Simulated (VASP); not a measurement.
The system is TiCo3.

```
CELL_PARAMETERS angstrom
3.61400 0.00000 0.00000
0.00000 3.61400 0.00000
0.00000 0.00000 3.61400
ATOMIC_POSITIONS crystal
Ti 0.00000 0.00000 0.00000
Co 0.00000 0.50000 0.50000
Co 0.50000 0.00000 0.50000
Co 0.50000 0.50000 0.00000
```

Base run:

| Quantity | Value |
| --- | --- |
| Program | VASP 6.6.1 |
| Functional | PBEsol |
| Potentials or basis | VASP PAW PBE potentials, release 64 (Ti_sv, Co) |
| Cutoff | 520 eV |
| k mesh | 12 × 12 × 12 |
| Occupations | methfessel-paxton, width 0.5 eV |
| Spin | collinear spin, ferrimagnetic start |
| Starting moments | [-0.42, 1.21, 1.21, 1.21] μB |

Its results: pressure -11.2 GPa; net moment 2.55 μB per cell; site moments Ti -0.40; Co +1.02 μB.

**Question.** The run is repeated on the same cell with these changes: occupations from methfessel-paxton, width 0.5 eV to methfessel-paxton, width 0.01 eV; further incar settings from ALGO = Normal; EDIFF = 1e-06; NBANDS = 32 to ALGO = Normal; EDIFF = 1e-07; NBANDS = 32. What comes out?

**Answer.** Pressure -14.9 GPa; net moment 0.17 μB per cell; site moments Ti -0.03; Co +0.08 μB.

Caveats: the cell stands under tension; the PAW data sets were made with another functional, which shifts forces and pressure a little; so wide a smearing shifts energies and pressures (at least some runs).
